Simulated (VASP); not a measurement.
Ti: electric field gradients with LDA

The system is Ti.

```
Ti
1.0
    -0.04060    2.00970    2.00970
     2.00970   -0.04060    2.00970
     2.00970    2.00970   -0.04060
Ti
1
Direct
  0.00000 0.00000 0.00000
```

This cell differs from its parent crystal: equal xy, yz and zx shear strains of -2 %.

```yaml
Program: VASP 6.6.1
Task: electric field gradients
Functional: LDA
Potentials_or_basis: VASP PAW LDA potentials, release 64 (Ti_sv)
Cutoff: 520 eV
k_mesh: 15 × 15 × 15
Occupations: fermi-dirac, width 0.05 eV
Spin: no spin polarisation
Dipole_correction: no
Further_INCAR_settings: ALGO = Normal; EDIFF = 1e-08; NBANDS = 12
```

```yaml
Pressure: -4.9 GPa
Band_gap_on_the_k_mesh: zero (band 6 reaches 9.21 eV, above the bottom of band 7 at 8.06 eV)
```

Stress tensor (GPa, compression positive):
```
-4.92  1.02  1.02
 1.02 -4.92  1.02
 1.02  1.02 -4.92
```

Levels at points of the mesh, in eV from the Fermi level:
```csv
k point,band 2,band 3,band 4,band 5,band 6,band 7,band 8,band 9,band 10,band 11
"(0.00, 0.00, 0.00)",-32.16,-32.16,-32.12,-6.11,0.74,0.74,1.08,2.56,2.56,15.53
```

Electric field gradients, principal values (V/Å²):
```tsv
atom	least	middle	greatest (by size)
1 Ti	-4.574	-4.574	9.148
```

Wall time 45 s on 1 thread of AMD EPYC 9R45 96-Core Processor (Zen 5), on a shared host, peak memory 0.15 GiB.

Caveat: the cell differs from its parent crystal (equal xy, yz and zx shear strains of -2 %); without QUAD_EFG the Cq values of the log hold for a quadrupole moment of 1 mb, not for the nuclei.
